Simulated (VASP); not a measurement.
# As (P6_3/mmc) in VASP: further runs

Runs on As. Level: PBEsol. Tasks: density of states.

Everything below comes from runs of VASP 6.6.1. Logs are shortened: lines on timing, memory, paths and dates and some standing lists are left out, and cuts for length are marked.

### Step 1. The cell of the first run

It takes space group P6_3/mmc (No. 194, hexagonal). Conventional cell: a = 2.278 Å, b = 2.278 Å, c = 3.521 Å, α = 90.00°, β = 90.00°, γ = 120.00°. Within 2.9 Å of As (site symmetry -6m2) lie 12 As at 2.20 to 2.28 Å.

### Step 2. Density of states, PBEsol (volume scaled by 0.43)

Input file POSCAR:

```
As
1.0
    2.2782304875      0.0000000000      0.0000000000
   -1.1391152438      1.9730054779      0.0000000000
    0.0000000000      0.0000000000      3.5207501021
As
2
Direct
    0.3333333333      0.6666666667      0.2500000000
    0.6666666667      0.3333333333      0.7500000000
```

Input file INCAR.step1:

```
ALGO = Normal ; EDIFF = 1E-6
ENCUT = 520 ; GGA = PS
ISIF = 2 ; ISMEAR = -1
LASPH = True ; LCHARG = True
LREAL = False ; LWAVE = False
NBANDS = 12 ; NELM = 100
PREC = Accurate ; SIGMA = 0.08
```

Input file KPOINTS.step1:

```
k-points
0
Gamma
  14 14 8
```

Input file INCAR.step2:

```
ALGO = Normal ; EDIFF = 1E-6
ENCUT = 520 ; GGA = PS
ICHARG = 11 ; ISIF = 2
ISMEAR = -5 ; LASPH = True
LCHARG = False ; LORBIT = 11
LREAL = False ; LWAVE = False
NBANDS = 12 ; NEDOS = 1001
NELM = 100 ; PREC = Accurate
SIGMA = 0.08
```

Input file KPOINTS.step2:

```
k-points
0
Gamma
  21 21 12
```

Potentials or basis: VASP PAW PBE potentials, release 64 (As).

Started as:

```console
$ cat potpaw_PBE.64/As/POTCAR > POTCAR
$ cp INCAR.step1 INCAR
$ cp KPOINTS.step1 KPOINTS
$ mpirun -np 1 vasp_std > vasp.out
$ cp INCAR.step2 INCAR
$ cp KPOINTS.step2 KPOINTS
$ mpirun -np 1 vasp_std > vasp.out
```

OUTCAR:

```text
EDIFF = 1E-6
   ENCUT = 520
   GGA = PS
   ICHARG = 11
   ISIF = 2
   ISMEAR = -5
   LASPH = True
   LORBIT = 11
   LREAL = False
   NELM = 100
   PREC = Accurate

 ion  position               nearest neighbor table
   1  0.333  0.667  0.250-   2 2.20   2 2.20   2 2.20   2 2.20   2 2.20   2 2.20
   2  0.667  0.333  0.750-   1 2.20   1 2.20   1 2.20   1 2.20   1 2.20   1 2.20

  LATTYP: Found a hexagonal cell.
 ALAT       =     2.2782304875
 C/A-ratio  =     1.5453880200

  Lattice vectors:

 A1 = (   2.2782304875,   0.0000000000,   0.0000000000)
 A2 = (  -1.1391152438,   1.9730054779,   0.0000000000)
 A3 = (   0.0000000000,   0.0000000000,   3.5207501021)

Analysis of symmetry for initial positions (statically):
=====================================================================
 Subroutine PRICEL returns:
 Original cell was already a primitive cell.

 Routine SETGRP: Setting up the symmetry group for a
 hexagonal supercell.

 Subroutine GETGRP returns: Found 24 space group operations
 (whereof 12 operations were pure point group operations)
 out of a pool of 24 trial point group operations.

The static configuration has the point symmetry D_3d.
 The point group associated with its full space group is D_6h.

Analysis of symmetry for dynamics (positions and initial velocities):
=====================================================================
 Subroutine PRICEL returns:
 Original cell was already a primitive cell.

 Routine SETGRP: Setting up the symmetry group for a
 hexagonal supercell.

 Subroutine GETGRP returns: Found 24 space group operations
 (whereof 12 operations were pure point group operations)
 out of a pool of 24 trial point group operations.

The dynamic configuration has the point symmetry D_3d.
 The point group associated with its full space group is D_6h.

 Subroutine INISYM returns: Found 24 space group operations
 (whereof 12 operations are pure point group operations),
 and found     1 'primitive' translations

----------------------------------------------------------------------------------------

                                     Primitive cell

  volume of cell :      15.8256

  direct lattice vectors                    reciprocal lattice vectors
     2.278230488  0.000000000  0.000000000     0.438937151  0.253420482  0.000000000
    -1.139115244  1.973005478  0.000000000     0.000000000  0.506840965  0.000000000
     0.000000000  0.000000000  3.520750102     0.000000000  0.000000000  0.284030383

  length of vectors
     2.278230488  2.278230488  3.520750102     0.506840965  0.506840965  0.284030383

  position of ions in fractional coordinates (direct lattice)
     0.333333333  0.666666667  0.250000000
     0.666666667  0.333333333  0.750000000

  ion indices of the primitive-cell ions
   primitive index   ion index
                 1           1
                 2           2

----------------------------------------------------------------------------------------

 KPOINTS: k-points

Automatic generation of k-mesh.
 Grid dimensions read from file:
 generate k-points for:   21   21   12

 Generating k-lattice:

  Cartesian coordinates                     Fractional coordinates (reciprocal lattice)
     0.020901769  0.012067642  0.000000000     0.047619048 -0.000000000  0.000000000
     0.000000000  0.024135284  0.000000000     0.000000000  0.047619048  0.000000000
     0.000000000  0.000000000  0.023669199     0.000000000  0.000000000  0.083333333

  Length of vectors
     0.024135284  0.024135284  0.023669199

  Shift w.r.t. Gamma in fractional coordinates (k-lattice)
     0.000000000  0.000000000  0.000000000

 TETIRR: Found   5376 inequivalent tetrahedra from    31752

 Subroutine IBZKPT returns following result:
 ===========================================

 Found    336 irreducible k-points:

 Following reciprocal coordinates:
            Coordinates               Weight
  0.000000  0.000000  0.000000      1.000000
  0.047619  0.000000  0.000000      6.000000
  0.095238 -0.000000  0.000000      6.000000
  0.142857 -0.000000  0.000000      6.000000
  0.190476 -0.000000  0.000000      6.000000
  0.238095 -0.000000  0.000000      6.000000
[... 16 lines left out ...]
  0.142857  0.095238  0.000000     12.000000
  0.190476  0.095238  0.000000     12.000000
 [... further k-points ...]
   k-points           NKPTS =    336   k-points in BZ     NKDIM =    336   number of bands    NBANDS=     12
   number of dos      NEDOS =   1001   number of ions     NIONS =      2
   total plane-waves  NPLWV =   9072
   dimension x,y,z NGX =    18 NGY =   18 NGZ =   28
   dimension x,y,z NGXF=    36 NGYF=   36 NGZF=   56
   ions per type =               2
   NGX,Y,Z   is equivalent  to a cutoff of  13.13, 13.13, 13.22 a.u.
   NGXF,Y,Z  is equivalent  to a cutoff of  26.27, 26.27, 26.44 a.u.
 SYSTEM =  unknown system
   PREC   = accura    normal or accurate (medium, high low for compatibility)
   ISTART =      0    job   : 0-new  1-cont  2-samecut
   ICHARG =     11    charge: 1-file 2-atom 10-const
   ISPIN  =      1    spin polarized calculation?
   LNONCOLLINEAR =      F non collinear calculations
   LSORBIT =      F    spin-orbit coupling
   LASPH  =      T    aspherical Exc in radial PAW
   ENCUT  =  520.0 eV  38.22 Ry    6.18 a.u.   4.24  4.24  6.55*2*pi/ulx,y,z
   NELM   =    100;   NELMIN=  2; NELMDL=  0     # of ELM steps
   EDIFF  = 0.1E-05   stopping-criterion for ELM
   LREAL  =      F    real-space projection
   EDIFFG = 0.1E-04   stopping-criterion for IOM
   NSW    =      0    number of steps for IOM
   IBRION =     -1    ionic relax: 0-MD 1-quasi-New 2-CG
   NFREE  =      0    steps in history (QN), initial steepest desc. (CG)
   ISIF   =      2    stress and relaxation
   ISYM   =      2    0-nonsym 1-usesym 2-fastsym
   POTIM  = 0.5000    time-step for ionic-motion
   TEBEG  =    0.0;   TEEND  =   0.0 temperature during run
   PSTRESS=    0.0 pullay stress
   NELECT =      10.0000    total number of electrons
   NUPDOWN=      -1.0000    fix difference up-down
   EMIN   =  10.00;   EMAX   =-10.00  energy-range for DOS
   EFERMI =   0.00;   METHOD = LEGACY
   ISMEAR =    -5;   SIGMA  =   0.08  broadening in eV -4-tet -1-fermi 0-gaus
   EFERMI_NEDOS =   21; number of points for ismear=-14 and -15
   IALGO  =     38    algorithm
   IMIX   =      4    mixing-type and parameters
     AMIX     =   0.40;   BMIX     =  1.00
     AMIX_MAG =   1.60;   BMIX_MAG =  1.00
  volume/ion in A,a.u.               =       7.91        53.40
  Fermi-wavevector in a.u.,A,eV,Ry     =   1.404821  2.654728 26.851413  1.973523
  Thomas-Fermi vector in A             =   2.527345
   LORBIT       =     11    0 simple, 1 ext, 2 COOP (PROOUT), +10 PAW based schemes
   GGA     = PS    functional components
   LHFCALC =     F    Hartree Fock is set to
   AEXX    =    0.0000 exact exchange contribution
   IVDW    =     0    specifies the selected vdW correction
   LEPSILON=     F    determine dielectric tensor
   LRPA    =     F    only Hartree local field effects (RPA)
 non-spin polarized calculation
 Fermi weights with tetrahedron method with Bloechl corrections
  energy-cutoff  :      520.00
  volume of cell :       15.83
 maximum number of plane-waves:       439
 NGX is ok and might be reduce to    18

 number of electron      10.0000000 magnetization

 Free energy of the ion-electron system (eV)
  ---------------------------------------------------
  ext. energy  EPLUGINS =         0.00000000
  ---------------------------------------------------
  free energy    TOTEN  =         5.68204349 eV

  energy without entropy =        5.68204349  energy(sigma->0) =        5.68204349

 E-fermi :  21.4119     XC(G=0): -15.0545

 val. band max:       21.6967553877   @ k =   0.1429   0.1429   0.5000
 cond. band min:      20.7169790721   @ k =   0.3333   0.3333   0.0000
 fundamental gap:     -0.9797763157
 Fermi energy:        21.4118984499

 k-point     1 :       0.0000    0.0000    0.0000
  band No.  band energies     occupation
      1      -6.2949      2.00000
      2       5.5012      2.00000
      3       7.4561      2.00000
      4      30.1476      0.00000
      5      30.1476      0.00000
      6      32.8888      0.00000
      7      32.8888      0.00000
      8      34.6928      0.00000
      9      36.2221      0.00000
     10      40.8964      0.00000
     11      42.2439      0.00000
     12      42.2748      0.00000

 k-point     2 :       0.0476    0.0000    0.0000
  band No.  band energies     occupation
      1      -6.2044      2.00000
      2       5.6024      2.00000
      3       7.5340      2.00000
      4      28.5971      0.00000
      5      29.2999      0.00000
      6      32.1844      0.00000
      7      33.8516      0.00000
      8      36.1961      0.00000
      9      36.9433      0.00000
     10      39.6606      0.00000
     11      40.5731      0.00000
     12      41.1350      0.00000

 k-point     3 :       0.0952   -0.0000    0.0000
  band No.  band energies     occupation
      1      -5.9327      2.00000
      2       5.9049      2.00000
      3       7.7680      2.00000
      4      25.7930      0.00000
      5      27.8779      0.00000
      6      31.2044      0.00000
      7      35.6008      0.00000
      8      36.8793      0.00000
      9      36.9751      0.00000
     10      37.8349      0.00000
     11      39.6505      0.00000
     12      40.3060      0.00000

 k-point     4 :       0.1429   -0.0000    0.0000
  band No.  band energies     occupation
      1      -5.4792      2.00000
      2       6.4060      2.00000
      3       8.1589      2.00000
      4      22.8289     -0.05749
      5      26.4681      0.00000
      6      30.2262      0.00000
      7      34.0931      0.00000
      8      34.6658      0.00000
      9      37.2292      0.00000
     10      38.6299      0.00000
     11      39.0754      0.00000
     12      39.2387      0.00000

 k-point     5 :       0.1905   -0.0000    0.0000
  band No.  band energies     occupation
      1      -4.8427      2.00000
      2       7.1006      2.00000
      3       8.7066      2.00000
      4      19.9048      2.07685
      5      25.1721      0.00000
      6      29.3021      0.00000
      7      31.3767      0.00000
      8      32.0756      0.00000
      9      36.6554      0.00000
     10      38.2989      0.00000
     11      38.5554      0.00000
     12      39.8346      0.00000
[... 228 lines left out ...]
      1       3.6864      2.00000
      2       4.0384      2.00000
      3      14.5641      2.00000
      4      15.9303      2.00000
      5      17.8033      2.00000
      6      17.9535      2.00000
      7      20.0255      2.00000
      8      27.9578      0.00000
      9      31.7219      0.00000
     10      32.6353      0.00000
     11      37.6257      0.00000
     12      40.0815      0.00000

 k-point    22 :       0.0952    0.0952    0.0000
  band No.  band energies     occupation
      1      -5.2066      2.00000
      2       6.7048      2.00000
      3       8.3943      2.00000
      4      22.7295      0.00789
      5      23.3161      0.00000
      6      33.1407      0.00000
      7      33.5754      0.00000
      8      34.3571      0.00000
      9      34.9771      0.00000
     10      35.3642      0.00000
     11      35.6665      0.00000
     12      42.0930      0.00000

 k-point    23 :       0.1429    0.0952    0.0000
  band No.  band energies     occupation
      1      -4.5694      2.00000
      2       7.3964      2.00000
      3       8.9435      2.00000
      4      20.0825      2.03452
      5      21.8588      0.36179
      6      31.3061      0.00000
      7      31.9716      0.00000
      8      33.0618      0.00000
      9      33.6855      0.00000
     10      34.0801      0.00000
     11      36.5669      0.00000
     12      42.7411      0.00000

 k-point    24 :       0.1905    0.0952    0.0000
  band No.  band energies     occupation
      1      -3.7482      2.00000
      2       8.2740      2.00000
      3       9.6450      2.00000
      4      17.3068      2.00000
      5      20.7636      1.59663
      6      28.8420      0.00000
      7      29.4412      0.00000
      8      32.2928      0.00000
      9      32.6945      0.00000
     10      32.9524      0.00000
     11      38.6562      0.00000
     12      42.5778      0.00000

 [... further k-points ...]
[... 5 lines left out ...]
  --------------------------------------------------------------------------------------
  -------------------------------------------------------------------------------------
  Total       48.5450360     48.5450360     49.5859114     -0.0000000     -0.0000000      0.0000000
  in kB     4914.6688346   4914.6688348   5020.0464053     -0.0000001     -0.0000000      0.0000000
  external PRESSURE =    4949.7946916 kB  Pullay stress =       0.0000000 kB

 VOLUME and BASIS-vectors are now :
 -----------------------------------------------------------------------------
  energy-cutoff  :      520.00
  volume of cell :       15.83
      direct lattice vectors                 reciprocal lattice vectors
     2.278230488  0.000000000  0.000000000     0.438937151  0.253420482  0.000000000
    -1.139115244  1.973005478  0.000000000     0.000000000  0.506840965  0.000000000
     0.000000000  0.000000000  3.520750102     0.000000000  0.000000000  0.284030383

 POSITION                                       TOTAL-FORCE (eV/Angst)
 -----------------------------------------------------------------------------------
     -0.00000      1.31534      0.88019        -0.000000     -0.000000      0.000000
      1.13912      0.65767      2.64056         0.000000      0.000000      0.000000
 -----------------------------------------------------------------------------------
    total drift:                                0.000000     -0.000000      0.000000

  FREE ENERGIE OF THE ION-ELECTRON SYSTEM (eV)
  ---------------------------------------------------
  free  energy   TOTEN  =         5.6820434882 eV

  energy  without entropy=        5.6820434882  energy(sigma->0) =        5.68204349

 total charge

# of ion       s       p       d       tot
------------------------------------------
    1        1.361   1.966   0.528   3.856
    2        1.361   1.966   0.528   3.856
--------------------------------------------------
tot          2.723   3.933   1.056   7.712
```

Run time: 41 s. Hardware: 1 thread of Intel Xeon Platinum 8488C (Sapphire Rapids), shared host; peak memory 0.17 GiB.

What came out:

- Valence electrons inside the program's atomic spheres: As 3.86

Caveat: the cell differs from its parent crystal (volume scaled by 0.43); the PAW data sets were made with another functional, which shifts forces and pressure a little; tetrahedron occupations give inexact forces and stress in metals.

### Step 3. Density of states, PBEsol

This run uses another cell than the first one, of 18.40 Å³/atom, 2.326 times its volume.

Input file POSCAR:

```
As
1.0
    2.9477861448      0.0000000000      0.0000000000
   -1.4738930724      2.5528576864      0.0000000000
    0.0000000000      0.0000000000      4.8906897916
As
2
Direct
    0.3333333333      0.6666666667      0.2500000000
    0.6666666667      0.3333333333      0.7500000000
```

Input file INCAR.step1:

```
ALGO = Normal
EDIFF = 1E-6
ENCUT = 520
GGA = PS
ISIF = 2
ISMEAR = -1
LASPH = True
LCHARG = True
LREAL = False
LWAVE = False
NBANDS = 12
NELM = 100
PREC = Accurate
SIGMA = 0.08
```

KPOINTS.step1 is that of step 2.

Input file INCAR.step2:

```
ALGO = Normal
EDIFF = 1E-6
ENCUT = 520
GGA = PS
ICHARG = 11
ISIF = 2
ISMEAR = -5
LASPH = True
LCHARG = False
LORBIT = 11
LREAL = False
LWAVE = False
NEDOS = 1001
NELM = 100
PREC = Accurate
SIGMA = 0.08
```

KPOINTS.step2 is that of step 2.

Potentials or basis: VASP PAW PBE potentials, release 64 (As).

Started as:

```console
$ cat potpaw_PBE.64/As/POTCAR > POTCAR
$ cp INCAR.step1 INCAR
$ cp KPOINTS.step1 KPOINTS
$ mpirun -np 1 vasp_std > vasp.out
$ cp INCAR.step2 INCAR
$ cp KPOINTS.step2 KPOINTS
$ mpirun -np 1 vasp_std > vasp.out
```

Run time: 87 s. Hardware: 1 thread of AMD EPYC 9R45 (Zen 5), shared host; peak memory 0.2 GiB.

The run converged. Its results:

| Quantity | Value |
| --- | --- |
| Valence electrons inside the program's atomic spheres | As 2.62 |

Levels at points of the mesh, in eV from the Fermi level:
| k point | band 2 | band 3 | band 4 | band 5 | band 6 | band 7 | band 8 | band 9 |
| --- | --- | --- | --- | --- | --- | --- | --- | --- |
| (0.00, 0.00, 0.00) | -11.04 | -7.11 | 4.32 | 4.32 | 5.82 | 5.98 | 5.98 | 9.82 |
| (0.00, 0.00, 0.50) | -14.05 | -1.24 | -1.24 | 5.16 | 5.16 | 5.16 | 5.16 | 11.05 |

Caveat: the PAW data sets were made with another functional, which shifts forces and pressure a little; tetrahedron occupations give inexact forces and stress in metals.
